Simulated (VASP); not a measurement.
# MgW (P2/c) in VASP: single point with PBE

Aim: the single point of MgW with PBE.

Everything below comes from runs of VASP 6.6.1. Logs are shortened: lines on timing, memory, paths and dates and some standing lists are left out, and cuts for length are marked.

### 1 The cell of the first run

The typed cell holds 4 atoms: a = 4.854 Å, b = 3.153 Å, c = 4.486 Å, α = 90.00°, β = 89.99°, γ = 90.00°.

### 2 Single point, PBE

INCAR reads:

```
SYSTEM = MgW
PREC = Accurate
ENCUT = 520
EDIFF = 1E-6
ISMEAR = 0
SIGMA = 0.1
LREAL = .False.
LASPH = .True.
NELM = 80
ALGO = Normal
ISIF = 2
LWAVE = .False.
LCHARG = .False.
GGA = PE
NBANDS = 24
```

KPOINTS reads:

```
regular mesh
0
Gamma
  4 4 4
  0 0 0
```

POSCAR reads:

```
MgW
1.0
    4.8539246927      0.0000000000      0.0151355739
    0.0000000000      3.1528933002      0.0000000000
   -0.0134817122      0.0000000000      4.4861549705
Mg W
2 2
Direct
    0.5000000000      0.2503900147      0.7500000000
    0.5000000000      0.7496099853      0.2500000000
    0.0000000000      0.7484287703      0.7500000000
    0.0000000000      0.2515712297      0.2500000000
```

Potentials or basis: VASP PAW PBE potentials, release 64 (Mg, W_sv).

Started as:

```bash
cat potpaw_PBE.64/Mg/POTCAR potpaw_PBE.64/W_sv/POTCAR > POTCAR
mpirun -np 1 vasp_std > vasp.out
```

OUTCAR:

```text
SYSTEM = MgW
   PREC = Accurate
   ENCUT = 520
   EDIFF = 1E-6
   ISMEAR = 0
   LREAL = .False.
   LASPH = .True.
   NELM = 80
   ISIF = 2
   GGA = PE

 ion  position               nearest neighbor table
   1  0.500  0.250  0.750-   2 2.74   2 2.74   2 2.74   2 2.74   3 2.89   3 2.89   3 2.90   3 2.90
                             4 3.30   4 3.30   4 3.30   4 3.30
   2  0.500  0.750  0.250-   1 2.74   1 2.74   1 2.74   1 2.74   4 2.89   4 2.89   4 2.90   4 2.90
                             3 3.30   3 3.30   3 3.30   3 3.30
   3  0.000  0.748  0.750-   4 2.74   4 2.74   4 2.75   4 2.75   1 2.89   1 2.89   1 2.90   1 2.90
                             2 3.30   2 3.30   2 3.30   2 3.30
   4  0.000  0.252  0.250-   3 2.74   3 2.74   3 2.75   3 2.75   2 2.89   2 2.89   2 2.90   2 2.90
                             1 3.30   1 3.30   1 3.30   1 3.30

  LATTYP: Found a simple monoclinic cell.
 ALAT       =     4.4861752280
 B/A-ratio  =     0.7028020842
 C/A-ratio  =     1.0819792014
 COS(beta)  =    -0.0001130305

  Lattice vectors:

 A1 = (  -0.0134817122,   0.0000000000,   4.4861549705)
 A2 = (   0.0000000000,   3.1528933002,   0.0000000000)
 A3 = (  -4.8539246927,   0.0000000000,  -0.0151355739)

Analysis of symmetry for initial positions (statically):
=====================================================================
 Subroutine PRICEL returns:
 Original cell was already a primitive cell.

 Routine SETGRP: Setting up the symmetry group for a
 simple monoclinic supercell.

 Subroutine GETGRP returns: Found  4 space group operations
 (whereof  2 operations were pure point group operations)
 out of a pool of  4 trial point group operations.

The static configuration has the point symmetry S_2 .
 The point group associated with its full space group is C_2h.

Analysis of symmetry for dynamics (positions and initial velocities):
=====================================================================
 Subroutine PRICEL returns:
 Original cell was already a primitive cell.

 Routine SETGRP: Setting up the symmetry group for a
 simple monoclinic supercell.

 Subroutine GETGRP returns: Found  4 space group operations
 (whereof  2 operations were pure point group operations)
 out of a pool of  4 trial point group operations.

The dynamic configuration has the point symmetry S_2 .
 The point group associated with its full space group is C_2h.

 Subroutine INISYM returns: Found  4 space group operations
 (whereof  2 operations are pure point group operations),
 and found     1 'primitive' translations

----------------------------------------------------------------------------------------

                                     Primitive cell

  volume of cell :      68.6563

  direct lattice vectors                    reciprocal lattice vectors
     4.853924693  0.000000000  0.015135574     0.206016923  0.000000000  0.000619118
     0.000000000  3.152893300  0.000000000     0.000000000  0.317168995  0.000000000
    -0.013481712  0.000000000  4.486154971    -0.000695068  0.000000000  0.222905949

  length of vectors
     4.853948291  3.152893300  4.486175228     0.206017853  0.317168995  0.222907032

  position of ions in fractional coordinates (direct lattice)
     0.500000000  0.250390015  0.750000000
     0.500000000  0.749609985  0.250000000
     0.000000000  0.748428770  0.750000000
     0.000000000  0.251571230  0.250000000

  ion indices of the primitive-cell ions
   primitive index   ion index
                 1           1
                 2           2
                 3           3
                 4           4

----------------------------------------------------------------------------------------

 KPOINTS: regular mesh

Automatic generation of k-mesh.
 Grid dimensions read from file:
 generate k-points for:    4    4    4

 Generating k-lattice:

  Cartesian coordinates                     Fractional coordinates (reciprocal lattice)
     0.051504231  0.000000000  0.000154780     0.250000000  0.000000000  0.000000000
     0.000000000  0.079292249  0.000000000     0.000000000  0.250000000  0.000000000
    -0.000173767  0.000000000  0.055726487     0.000000000  0.000000000  0.250000000

  Length of vectors
     0.051504463  0.079292249  0.055726758

  Shift w.r.t. Gamma in fractional coordinates (k-lattice)
     0.000000000  0.000000000  0.000000000

 Subroutine IBZKPT returns following result:
 ===========================================

 Found     30 irreducible k-points:

 Following reciprocal coordinates:
            Coordinates               Weight
  0.000000  0.000000  0.000000      1.000000
  0.250000  0.000000 -0.000000      2.000000
  0.500000  0.000000 -0.000000      1.000000
  0.000000  0.250000  0.000000      2.000000
  0.250000  0.250000 -0.000000      4.000000
  0.500000  0.250000 -0.000000      2.000000
[... 16 lines left out ...]
  0.250000  0.000000  0.500000      2.000000
  0.500000  0.000000  0.500000      1.000000
 [... further k-points ...]
   k-points           NKPTS =     30   k-points in BZ     NKDIM =     30   number of bands    NBANDS=     24
   number of dos      NEDOS =    301   number of ions     NIONS =      4
   total plane-waves  NPLWV =  31104
   dimension x,y,z NGX =    36 NGY =   24 NGZ =   36
   dimension x,y,z NGXF=    72 NGYF=   48 NGZF=   72
   ions per type =               2   2
   NGX,Y,Z   is equivalent  to a cutoff of  12.33, 12.65, 13.34 a.u.
   NGXF,Y,Z  is equivalent  to a cutoff of  24.66, 25.31, 26.68 a.u.
 SYSTEM =  MgW
   PREC   = accura    normal or accurate (medium, high low for compatibility)
   ISTART =      0    job   : 0-new  1-cont  2-samecut
   ICHARG =      2    charge: 1-file 2-atom 10-const
   ISPIN  =      1    spin polarized calculation?
   LNONCOLLINEAR =      F non collinear calculations
   LSORBIT =      F    spin-orbit coupling
   LASPH  =      T    aspherical Exc in radial PAW
   ENCUT  =  520.0 eV  38.22 Ry    6.18 a.u.   9.03  5.86  8.34*2*pi/ulx,y,z
   NELM   =     80;   NELMIN=  2; NELMDL= -5     # of ELM steps
   EDIFF  = 0.1E-05   stopping-criterion for ELM
   LREAL  =      F    real-space projection
   EDIFFG = 0.1E-04   stopping-criterion for IOM
   NSW    =      0    number of steps for IOM
   IBRION =     -1    ionic relax: 0-MD 1-quasi-New 2-CG
   NFREE  =      0    steps in history (QN), initial steepest desc. (CG)
   ISIF   =      2    stress and relaxation
   ISYM   =      2    0-nonsym 1-usesym 2-fastsym
   POTIM  = 0.5000    time-step for ionic-motion
   TEBEG  =    0.0;   TEEND  =   0.0 temperature during run
   PSTRESS=    0.0 pullay stress
   NELECT =      32.0000    total number of electrons
   NUPDOWN=      -1.0000    fix difference up-down
   EMIN   =  10.00;   EMAX   =-10.00  energy-range for DOS
   EFERMI =   0.00;   METHOD = LEGACY
   ISMEAR =     0;   SIGMA  =   0.10  broadening in eV -4-tet -1-fermi 0-gaus
   EFERMI_NEDOS =   21; number of points for ismear=-14 and -15
   IALGO  =     38    algorithm
   IMIX   =      4    mixing-type and parameters
     AMIX     =   0.40;   BMIX     =  1.00
     AMIX_MAG =   1.60;   BMIX_MAG =  1.00
  volume/ion in A,a.u.               =      17.16       115.83
  Fermi-wavevector in a.u.,A,eV,Ry     =   1.269301  2.398631 21.920685  1.611125
  Thomas-Fermi vector in A             =   2.402350
   LORBIT       =      0    0 simple, 1 ext, 2 COOP (PROOUT), +10 PAW based schemes
   GGA     = PE    functional components
   LHFCALC =     F    Hartree Fock is set to
   AEXX    =    0.0000 exact exchange contribution
   IVDW    =     0    specifies the selected vdW correction
   LEPSILON=     F    determine dielectric tensor
   LRPA    =     F    only Hartree local field effects (RPA)
 non-spin polarized calculation
 Gauss-broadening in eV      SIGMA  =   0.10
  energy-cutoff  :      520.00
  volume of cell :       68.66
 maximum number of plane-waves:      1872
   NGX = 19   NGY = 11   NGZ = 17

 number of electron      31.9999999 magnetization

 Free energy of the ion-electron system (eV)
  ---------------------------------------------------
  ext. energy  EPLUGINS =         0.00000000
  ---------------------------------------------------
  free energy    TOTEN  =       -27.08295574 eV

  energy without entropy =      -27.07016098  energy(sigma->0) =      -27.07655836

 E-fermi :   6.7029     XC(G=0): -11.3381

 val. band max:        6.6867484179   @ k =   0.5000   0.0000   0.5000
 cond. band min:       6.7231995431   @ k =   0.0000   0.5000   0.0000
 fundamental gap:      0.0364511253
 Fermi energy:         6.7028511880

 k-point     1 :       0.0000    0.0000    0.0000
  band No.  band energies     occupation
      1     -67.0173      2.00000
      2     -66.9030      2.00000
      3     -31.6121      2.00000
      4     -31.3338      2.00000
      5     -31.2270      2.00000
      6     -31.1457      2.00000
[... 16 lines left out ...]
     23      12.9280      0.00000
     24      13.7813      0.00000

 k-point     2 :       0.2500    0.0000   -0.0000
  band No.  band energies     occupation
      1     -67.0173      2.00000
      2     -66.9030      2.00000
      3     -31.6121      2.00000
      4     -31.3349      2.00000
      5     -31.2270      2.00000
      6     -31.1463      2.00000
[... 16 lines left out ...]
     23      12.5852      0.00000
     24      12.9286      0.00000

 k-point     3 :       0.5000    0.0000   -0.0000
  band No.  band energies     occupation
      1     -67.0173      2.00000
      2     -66.9030      2.00000
      3     -31.6121      2.00000
      4     -31.3360      2.00000
      5     -31.2271      2.00000
      6     -31.1469      2.00000
[... 16 lines left out ...]
     23      12.9292      0.00000
     24      13.3774      0.00000
[... 514 lines left out ...]
 k-point    23 :       0.2500    0.0000    0.5000
  band No.  band energies     occupation
      1     -66.9604      2.00000
      2     -66.9604      2.00000
      3     -31.2412      2.00000
      4     -31.2412      2.00000
      5     -31.0935      2.00000
      6     -31.0935      2.00000
[... 16 lines left out ...]
     23      13.8611      0.00000
     24      13.8626      0.00000

 k-point    24 :       0.5000    0.0000    0.5000
  band No.  band energies     occupation
      1     -66.9603      2.00000
      2     -66.9603      2.00000
      3     -31.2420      2.00000
      4     -31.2420      2.00000
      5     -31.0934      2.00000
      6     -31.0934      2.00000
[... 16 lines left out ...]
     23      15.4397      0.00000
     24      15.4397      0.00000

 [... further k-points ...]

------------------------ aborting loop because EDIFF is reached ----------------------------------------

  FORCE on cell =-STRESS in cart. coord.  units (eV):
  Direction    XX          YY          ZZ          XY          YZ          ZX
  --------------------------------------------------------------------------------------
  -------------------------------------------------------------------------------------
  Total       -0.0511521      0.0945370      0.0897496      0.0000000      0.0000000     -0.0011399
  in kB       -1.1936958      2.2061334      2.0944146      0.0000000      0.0000000     -0.0266005
  external PRESSURE =       1.0356174 kB  Pullay stress =       0.0000000 kB

 VOLUME and BASIS-vectors are now :
 -----------------------------------------------------------------------------
  energy-cutoff  :      520.00
  volume of cell :       68.66
      direct lattice vectors                 reciprocal lattice vectors
     4.853924693  0.000000000  0.015135574     0.206016923  0.000000000  0.000619118
     0.000000000  3.152893300  0.000000000     0.000000000  0.317168995  0.000000000
    -0.013481712  0.000000000  4.486154971    -0.000695068  0.000000000  0.222905949

 POSITION                                       TOTAL-FORCE (eV/Angst)
 -----------------------------------------------------------------------------------
      2.41685      0.78945      3.37218         0.000000     -0.014898     -0.000000
      2.42359      2.36344      1.12911         0.000000      0.014898     -0.000000
     -0.01011      2.35972      3.36462        -0.000000      0.018559      0.000000
     -0.00337      0.79318      1.12154        -0.000000     -0.018559      0.000000
 -----------------------------------------------------------------------------------
    total drift:                               -0.000000      0.000000      0.000000

  FREE ENERGIE OF THE ION-ELECTRON SYSTEM (eV)
  ---------------------------------------------------
  free  energy   TOTEN  =       -27.0829557447 eV

  energy  without entropy=      -27.0701609752  energy(sigma->0) =      -27.07655836
```

It took 28 s on 1 thread of Intel Xeon Platinum 8259CL at 2.50GHz (Skylake/Cascade Lake), shared host; peak memory 0.2 GiB.

What came out:

```yaml
Free_energy: -27.0830 eV
Pressure: 0.1 GPa
Largest_force: 0.019 eV/Å
Band_gap_on_the_k_mesh: zero (bands 16 and 17 overlap by 0.93 eV)
```

Forces in eV/Å, atoms in the order of the input:
```
Mg   0.000 -0.015  0.000
Mg   0.000  0.015  0.000
W    0.000  0.019  0.000
W    0.000 -0.019  0.000
```

Caveat: the k points lie up to 0.50 Å⁻¹ apart, too coarse for converged energies and pressures of a metal; spin-orbit coupling is left out, which moves the levels of the heavy elements.

The gap in the log of VASP goes by the Fermi energy; the results here count the filled bands.